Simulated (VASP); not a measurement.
A run of VASP 6.6.1:

Contents of INCAR:

```
PREC = Accurate
ENCUT = 600
EDIFF = 1E-7
ISMEAR = 0
SIGMA = 0.02
LREAL = F
LASPH = T
NELM = 80
ALGO = Normal
ISIF = 4
LWAVE = F
LCHARG = F
GGA = PE
IBRION = 2
NSW = 50
EDIFFG = -0.01
```

File KPOINTS:

```
regular mesh
0
Gamma
  12 12 4
```

Contents of POSCAR:

```
C
1.0
    2.5675577443      0.0000000000      0.0000000000
   -1.2837788722      2.2235702323      0.0000000000
    0.0000000000      0.0000000000      8.4664501504
C
8
Direct
    0.0000000000      0.0000000000      0.0929774681
    0.0000000000      0.0000000000      0.5929774681
    0.0000000000      0.0000000000      0.4070225319
    0.0000000000      0.0000000000      0.9070225319
    0.3333333333      0.6666666667      0.1554855704
    0.6666666667      0.3333333333      0.6554855704
    0.3333333333      0.6666666667      0.3445144296
    0.6666666667      0.3333333333      0.8445144296
```

Potentials or basis: VASP PAW PBE potentials, release 64 (C).

The run is started by

```console
$ cat potpaw_PBE.64/C/POTCAR > POTCAR
$ mpirun -np 1 vasp_std > vasp.out
```

Hardware: 1 thread of AMD EPYC 9R45 96-Core Processor (Zen 5), on a shared host.

Task: How long does it take, and how much memory?

Result: It took 77 s on 1 thread of AMD EPYC 9R45 96-Core Processor (Zen 5) (shared host), peak memory 0.18 GiB. Counts: scf iterations 22, k points 57, ion steps 3.
